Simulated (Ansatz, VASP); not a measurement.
## Al6H in VASP and in Ansatz

```
Al H
1.0
     5.71430    0.00000    0.00000
    -2.85715    4.94873    0.00000
     0.00000    0.00000   22.60164
Al H
12 2
Direct
  0.33333 0.16667 0.17698
  0.33333 0.66667 0.17698
  0.83333 0.16667 0.17698
  0.83333 0.66667 0.17698
  0.16667 0.33333 0.27878
  0.16667 0.83333 0.27878
  0.66667 0.33333 0.27878
  0.66667 0.83333 0.27878
  0.00000 0.00000 0.38058
  0.00000 0.50000 0.38058
  0.50000 0.00000 0.38058
  0.50000 0.50000 0.38058
  0.11613 0.23225 0.45712
  0.38387 0.76775 0.45712
```

Alike in both runs: task single point; functional PBE; k mesh 6 × 6 × 1; occupations gaussian, width 0.1 eV; no spin polarisation.

|  | VASP | Ansatz |
| --- | --- | --- |
| version | VASP 6.6.1 | Ansatz 0.2.0 |
| potentials or method | VASP PAW PBE potentials, release 64 (Al, H), cutoff 520 eV | scalar-relativistic, plane waves, PAW |
| valence electrons in the cell | 38 | 38 |

```tsv
	VASP	Ansatz	Ansatz less VASP
gap on the k mesh at the Fermi level (eV)	none	none	-
rms of the force components (eV/Å)	0.427	0.427	+0.0001
work function, face that differs most (eV)	4.06	4.06	-0.002
```

Atom by atom the forces differ by 0.001 eV/Å (rms over components). A gap of «none» marks a metal or a gap that the smearing closes.
